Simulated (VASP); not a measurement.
# Si5W3 in VASP: notebook, part 2 of 2

VASP 6.6.1. The steps go on from the part before.

## (4) Single point, PBE

INCAR reads:

```
PREC = Accurate
ENCUT = 520
EDIFF = 1E-6
ISMEAR = -1
SIGMA = 0.3051
LREAL = Auto
LASPH = T
NELM = 60
ALGO = Normal
ISIF = 2
LWAVE = F
LCHARG = F
GGA = PE
ISYM = 0
NBANDS = 111
```

KPOINTS reads:

```
Automatic mesh
0
Gamma
  1 1 1
  0.25 0.25 0.25
```

POSCAR reads:

```
Si5W3
1.0
    7.2041990000     -0.0818820000      0.0070510000
   -0.0818820000      7.4902340000      0.1623590000
    0.0070510000      0.1623590000      7.4951860000
Si W
15 9
Direct
    0.6455330305      0.8584087775      0.4848694823
    0.8938804367      0.7164931435     -0.0885912453
    0.0186746057      0.7975500682      0.6603913357
    1.1298859219      0.1622165162      0.1087198987
    0.9067023530      0.0638857780      0.7808694021
    0.5339737426      0.6509972520      0.0507522680
    0.2778972979      0.8854166001      0.3687769980
    0.6127047712      0.9605422350      0.7523782788
    0.2730320683      0.8731224955     -0.1754838965
    0.9722939457      0.9247687723      0.1420855763
    0.3378924963      0.3886663634      0.1043816708
    0.5727875298      0.2361247648      0.9452586359
    0.1950950395      0.5220731274      0.4360945964
    0.6733317376      0.5039924129      0.7521027008
    0.8746619332      0.3873622156      0.2201629175
    0.1966837847      0.6606910885      0.1322625000
    0.5321525290      0.5266182872      0.3664503555
    0.9738015171      0.0832603349      0.4218702059
    0.3530048710      0.5659069763      0.7267417876
    0.8490664353      0.5643239108      0.4665162635
    0.0134580263      0.3655511691      0.9337343443
    0.7075108208      0.2577522030      0.5385786225
    0.2264477363      0.2316212799      0.7261464249
    0.4805101360      0.1311145977      0.2611380542
```

Potentials or basis: VASP PAW PBE potentials, release 64 (Si, W_sv).

Command:

```
$ cat potpaw_PBE.64/Si/POTCAR potpaw_PBE.64/W_sv/POTCAR > POTCAR
$ mpirun -np 1 vasp_std > vasp.out
```

OUTCAR:

```text
PREC = Accurate
   ENCUT = 520
   EDIFF = 1E-6
   ISMEAR = -1
   LREAL = Auto
   LASPH = T
   NELM = 60
   ISIF = 2
   GGA = PE
   ISYM = 0

 ion  position               nearest neighbor table
   1  0.646  0.858  0.485-   8 2.19  20 2.68  17 2.78   7 2.80  24 2.87  18 2.90   3 3.03  22 3.06

   2  0.894  0.716  0.911-   3 2.14  10 2.44  14 2.56   5 2.74  16 2.77  21 2.78   6 2.82   8 2.98
                             9 3.01
   3  0.019  0.798  0.660-   2 2.14   9 2.28   5 2.38  20 2.61  18 2.75   7 2.92  13 3.02  19 3.03
[... 326 lines left out ...]
  Total       11.3877780     16.4218291      8.2032500      0.6293303      3.1218333     -4.0565894
  in kB       45.1382410     65.0919329     32.5155861      2.4945046     12.3741494    -16.0792834
  external PRESSURE =      47.5819200 kB  Pullay stress =       0.0000000 kB

 VOLUME and BASIS-vectors are now :
 -----------------------------------------------------------------------------
  energy-cutoff  :      520.00
  volume of cell :      404.21
      direct lattice vectors                 reciprocal lattice vectors
     7.204199000 -0.081882000  0.007051000     0.138825386  0.001521161 -0.000163549
    -0.081882000  7.490234000  0.162359000     0.001521161  0.133586562 -0.002895152
     0.007051000  0.162359000  7.495186000    -0.000163549 -0.002895152  0.133481839

 POSITION                                       TOTAL-FORCE (eV/Angst)
 -----------------------------------------------------------------------------------
      4.58368      6.45555      3.77811         0.225128     -0.278056     -2.471635
      6.38745      5.44148      6.95381        -1.356962     -1.216416      3.065639
      0.07389      6.07953      5.07938         1.074213      0.028051     -3.932556
      0.92321      1.22206      0.84213         3.190171     -1.925090      2.839374
      6.53234      0.53106      5.86953         1.323668      1.609961      0.290222
      3.79391      4.84064      0.48986         0.863439      1.415025     -0.844607
[... 16 lines left out ...]
      1.61753      1.83425      5.48181         0.881537     -0.474306     -1.386826
      3.45280      0.98513      1.98195         0.919080      1.096886      0.431698
 -----------------------------------------------------------------------------------
    total drift:                                0.003373     -0.010481      0.001781

  FREE ENERGIE OF THE ION-ELECTRON SYSTEM (eV)
  ---------------------------------------------------
  free  energy   TOTEN  =      -182.4549161263 eV

  energy  without entropy=     -177.8598690096  energy(sigma->0) =     -180.15739257
```

stdout:

```text
POSCAR found type information on POSCAR SiW
 POSCAR found :  2 types and      24 ions
 scaLAPACK will be used
 LDA part: xc-table for (Slater+PW92), standard interpolation
 POSCAR, INCAR and KPOINTS ok, starting setup
 FFT: planning ... GRIDC
 FFT: planning ... GRID_SOFT
 FFT: planning ... GRID
 WAVECAR not read
 entering main loop
```

Run time: 81 s. Hardware: 1 thread of Intel Xeon Platinum 8559C (Emerald Rapids), shared host; peak memory 0.39 GiB.

Results:

| Item | Value |
| --- | --- |
| Free energy | -182.4549 eV |
| Pressure | 4.8 GPa |
| Largest force | 7.261 eV/Å |

Forces on the atoms (eV/Å):
```
Si   0.225 -0.278 -2.472
Si  -1.357 -1.216  3.066
Si   1.074  0.028 -3.933
Si   3.190 -1.925  2.839
Si   1.324  1.610  0.290
Si   0.863  1.415 -0.845
Si  -0.210 -0.323  0.095
Si  -2.142  0.389  2.008
Si   1.124  1.144  1.579
Si  -2.215 -3.658  0.220
Si   0.796 -0.888 -0.382
Si   0.404 -0.645 -1.010
Si  -0.295 -0.673  0.872
Si   1.217  0.213  1.100
Si  -0.549 -1.409  0.253
W   -1.610  2.200 -1.464
W   -1.697 -0.130 -0.651
W    0.128 -0.536  1.227
W   -1.177 -1.077  1.313
W    2.682  2.371  1.342
W   -2.427  4.826 -4.851
W   -1.148 -2.062  0.357
W    0.882 -0.474 -1.387
W    0.919  1.097  0.432
```

Caveat: the k points lie up to 0.87 Å⁻¹ apart, too coarse for converged energies, forces and pressures; the atoms stand as in a frame of molecular dynamics; so wide a smearing shifts energies and pressures; spin-orbit coupling is left out, which moves the levels of the heavy elements.

## (5) Single point, PBE

INCAR reads:

```
PREC = Accurate ; ENCUT = 520
EDIFF = 1E-6 ; ISMEAR = -1
SIGMA = 0.2197 ; LREAL = Auto
LASPH = T ; NELM = 60
ALGO = Normal ; ISIF = 2
LWAVE = F ; LCHARG = F
GGA = PE ; NBANDS = 111
ISYM = 0
```

KPOINTS is that of step 4.

POSCAR reads:

```
Si5W3
1.0
    7.2041990000     -0.0818820000      0.0070510000
   -0.0818820000      7.4902340000      0.1623590000
    0.0070510000      0.1623590000      7.4951860000
Si W
15 9
Direct
    0.6506204161      0.9160365599      0.3761104388
    0.8333986937      0.7238199738      0.9310440086
    0.1044251865      0.7632256473      0.6001444321
    0.2098846908      0.0513394377      0.1040556810
    0.9342406372      0.0267034580      0.7891175913
    0.5532163168      0.6502971942      0.0039991896
    0.3243688215      0.8318464223      0.3511145850
    0.5359836047      0.9650845638      0.7450723191
    0.2279744701      0.9051799280      0.8074731493
    0.9080226774      0.8172310379      0.2404548357
    0.3605392066      0.3631546283      0.0478847911
    0.6402779908      0.2006558133      0.9212932304
    0.1603369722      0.4527321098      0.4606659970
    0.7246474263      0.5107459774      0.7743069091
    0.8839953049      0.3173901825      0.2644236976
    0.1901677599      0.6653791493      0.1313557574
    0.5149686745      0.5127143293      0.3724669635
    0.9453825331      0.0634812036      0.4471802785
    0.3714099211      0.5407325925      0.7344042410
    0.8348041574      0.6033161625      0.4497884358
    0.0045376592      0.3949012867      0.9142117657
    0.7150709889      0.2375015590      0.5645156129
    0.2058644013      0.2437341509      0.7111509997
    0.4881096549      0.1877496009      0.3160154400
```

Command:

```
$ cat potpaw_PBE.64/Si/POTCAR potpaw_PBE.64/W_sv/POTCAR > POTCAR
$ mpirun -np 1 vasp_std > vasp.out
```

Run time: 88 s. Hardware: 1 thread of Intel Xeon Platinum 8559C (Emerald Rapids), shared host; peak memory 0.39 GiB.

Results (log left out):

- Free energy: -182.0985 eV
- Pressure: 4.0 GPa
- Largest force: 5.357 eV/Å

Forces on the atoms (eV/Å):
```
Si  -0.784 -1.525  1.215
Si   4.044  3.188  1.478
Si  -0.950 -2.048 -2.314
Si  -0.322 -0.007  0.873
Si  -1.578  0.384  0.092
Si  -3.392  0.031  2.072
Si   1.138  1.798  1.795
Si   0.730  0.217 -0.542
Si   1.737 -0.118  3.416
Si   1.537  1.536 -4.092
Si  -0.761  0.477  0.059
Si   0.218  0.419  1.056
Si   0.122  0.557 -1.282
Si  -1.685 -1.382 -2.724
Si  -0.552  2.072 -2.277
W   -0.322 -2.181 -3.338
W   -2.435  1.105 -1.362
W    4.447 -2.955 -0.244
W    0.068  1.242  0.514
W    1.365 -0.733  2.088
W   -0.826 -0.181  1.884
W   -2.096  1.419  3.639
W    1.831 -1.835 -0.122
W   -1.535 -1.480 -1.883
```

Stress tensor (GPa, compression positive):
```
4.71 0.55 2.19
0.55 3.85 4.00
2.19 4.00 3.46
```

Levels at points of the mesh, in eV from the Fermi level:
| k point | band 89 | band 90 | band 91 | band 92 | band 93 | band 94 | band 95 | band 96 | band 97 | band 98 |
| --- | --- | --- | --- | --- | --- | --- | --- | --- | --- | --- |
| (0.25, 0.25, 0.25) | -0.64 | -0.46 | -0.30 | -0.15 | -0.09 | 0.04 | 0.24 | 0.36 | 0.43 | 0.56 |

Caveat: the k points lie up to 0.87 Å⁻¹ apart, too coarse for converged energies, forces and pressures; the atoms stand as in a frame of molecular dynamics; spin-orbit coupling is left out, which moves the levels of the heavy elements.

## (6) Single point, PBE

INCAR reads:

```
SYSTEM = Si5W3
PREC = Accurate
ENCUT = 520
EDIFF = 1E-6
ISMEAR = -1
SIGMA = 0.2197
LREAL = Auto
LASPH = .TRUE.
NELM = 80
ALGO = Normal
ISIF = 2
LWAVE = .FALSE.
LCHARG = .FALSE.
GGA = PE
ISYM = 0
NBANDS = 111
```

KPOINTS is that of step 5.

POSCAR reads:

```
Si5W3
1.0
    7.2041990000     -0.0818820000      0.0070510000
   -0.0818820000      7.4902340000      0.1623590000
    0.0070510000      0.1623590000      7.4951860000
Si W
15 9
Direct
    0.6752798466      0.8710534099      0.3269322791
    0.9551862742      0.7704140234      0.8566217478
    0.1518215544      0.7485543773      0.5855111489
    0.1930602617      0.0238653565      0.2434546623
    0.9566754475      0.1035990853      0.8029496850
    0.5237664828      0.7054872501      0.0674706029
    0.3834770122      0.8516641396      0.3564395554
    0.5233658290      0.9353079969      0.7064682686
    0.2851775853      0.8994855430      0.9188201119
    0.9057157656      0.8564467631      0.1723104614
    0.3255501619      0.3149629936      0.0281732127
    0.6889811102      0.2023271350      0.9799922728
    0.1468194104      0.4193417309      0.4167195947
    0.6881449467      0.5670307576      0.7456354443
    0.8776123845      0.3527221604      0.2391622220
    0.1915850082      0.6155719000      0.1016499785
    0.4767101979      0.5124114339      0.3718823133
    0.9527462283     -0.0002918667      0.4642854191
    0.3720590908      0.5429286660      0.7420727459
    0.8447869103      0.6362852663      0.4650823566
   -0.0170619498      0.4204610907      0.8914872375
    0.7005052856      0.2330483547      0.6309724988
    0.2308582038      0.2153489086      0.7041212033
    0.4843468399      0.2031215614      0.3640590449
```

Potentials or basis: VASP PAW PBE potentials, release 64 (Si, W_sv).

Command:

```
$ cat potpaw_PBE.64/Si/POTCAR potpaw_PBE.64/W_sv/POTCAR > POTCAR
$ mpirun -np 1 vasp_std > vasp.out
```

Wall time 82 s (1 thread of Intel Xeon Platinum 8559C (Emerald Rapids), shared host); peak memory 0.39 GiB.

The run converged. Its results:

| Quantity | Value |
| --- | --- |
| Free energy | -182.4955 eV |
| Pressure | 0.6 GPa |
| Largest force | 4.989 eV/Å |

Forces on the atoms (eV/Å):
```
Si  -1.658  1.091  1.350
Si  -0.391 -0.496  0.441
Si   0.268 -0.396 -0.301
Si  -1.597  3.316 -2.728
Si  -1.888 -2.767  1.257
Si   0.811 -0.504 -1.377
Si  -0.698 -2.425  2.203
Si   0.058  0.876 -0.403
Si  -0.176  0.705 -0.074
Si   3.706 -1.135 -3.142
Si  -0.101 -0.327  0.238
Si  -0.450  0.538  0.222
Si  -0.141  0.090  1.031
Si   2.099 -0.226  1.331
Si  -0.848 -0.313  0.163
W   -1.230  0.478  1.139
W    1.674  3.405  0.004
W   -1.183  2.387  1.426
W   -3.385 -0.146  0.380
W    1.930 -2.270 -0.606
W   -0.055  0.371 -0.608
W   -1.296  0.591  0.212
W    4.246  1.020 -0.804
W    0.305 -3.862 -1.356
```

Stress tensor (GPa, compression positive):
```
 9.73  0.97 -1.43
 0.97 -2.63  1.40
-1.43  1.40 -5.35
```

Levels at points of the mesh, in eV from the Fermi level:
```csv
k point,band 90,band 91,band 92,band 93,band 94,band 95
"(0.25, 0.25, 0.25)",-0.43,-0.31,-0.22,0.04,0.10,0.16
```

Caveat: the k points lie up to 0.87 Å⁻¹ apart, too coarse for converged energies, forces and pressures; the atoms stand as in a frame of molecular dynamics; spin-orbit coupling is left out, which moves the levels of the heavy elements.

## (7) Overview

| cell | smearing | pressure (GPa) | largest force (eV/Å) |
| --- | --- | --- | --- |
| as given, atomic positions A | fermi-dirac 0.3051 eV | -3.2 | 4.24 |
| as given, atomic positions B | fermi-dirac 0.3051 eV | -0.4 | 5.26 |
| as given, atomic positions C | fermi-dirac 0.3051 eV | 4.8 | 7.26 |
| as given, atomic positions D | fermi-dirac 0.2197 eV | 4.0 | 5.36 |
| as given, atomic positions E | fermi-dirac 0.2197 eV | 0.6 | 4.99 |

Alike in all rows: task single point; level PBE; potentials or basis VASP PAW PBE potentials, release 64 (Si, W_sv); no spin polarisation; k mesh 1 × 1 × 1, shifted; cutoff (eV) 520.

Caveats: all runs use coarse meshes; the atoms stand as in a frame of molecular dynamics; spin-orbit coupling is left out, which moves the levels of the heavy elements; so wide a smearing shifts energies and pressures (at least some runs).

Total energies depend on the potentials used, so only differences within one code and one set of settings carry meaning.
